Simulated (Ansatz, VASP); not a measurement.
**Rh in VASP and in Ansatz**

The input INCAR:

```
ALGO = Normal
EDIFF = 1E-6
ENCUT = 520
GGA = PS
ISIF = 2
ISMEAR = -1
LASPH = T
LCHARG = F
LREAL = F
LWAVE = F
NBANDS = 22
NELM = 100
PREC = Accurate
SIGMA = 0.1
```

The input KPOINTS:

```
k-points
0
Gamma
  10 10 5
```

POSCAR

```
Rh
1.0
    2.7309800000      0.0000000000      0.0000000000
   -1.3654900000      2.3651000000      0.0000000000
    0.0000000000      0.0000000000      4.4284900000
Rh
2
Direct
    0.6666666667      0.3333333333      0.7500000000
    0.3333333333      0.6666666667      0.2387094698
```

Input for Ansatz:

```yaml
crystal:
  lattice:
    - [2.73098, 0.0, 0.0]
    - [-1.36549, 2.3651, 0.0]
    - [0.0, 0.0, 4.42849]
  atoms:
    - { symbol: Rh, position: [0.6666666666666666, 0.3333333333333333, 0.75] }
    - { symbol: Rh, position: [0.3333333333333333, 0.6666666666666666, 0.23870946981928376] }
kpoints:
  mp_grid:
    grid: [10, 10, 5]
hamiltonian:
  xc: pbesol
scf:
  occupations:
    method: fermi_dirac
    width: 0.1
output:
  forces: true
```

Alike in both runs: task single point; functional PBEsol; k mesh 10 × 10 × 5; occupations fermi-dirac, width 0.1 eV; no spin polarisation.

|  | VASP | Ansatz |
| --- | --- | --- |
| version | VASP 6.6.1 | Ansatz 0.2.0 |
| potentials or method | VASP PAW PBE potentials, release 64 (Rh_pv) | plane waves, PAW |
| plane-wave cutoff (eV) | 520 | 420 |
| valence electrons in the cell | 30 | 34 |

|  | VASP | Ansatz | Ansatz less VASP |
| --- | --- | --- | --- |
| rms of the force components (eV/Å) | 0.233 | 0.233 | +0.0003 |

VASP's potentials were made for PBE, not for PBEsol. Atom by atom the forces differ by 0.000 eV/Å (rms over components). VASP's potentials hold 30 valence electrons a cell and Ansatz's 34, so a difference there can come from the potentials and not from the codes.
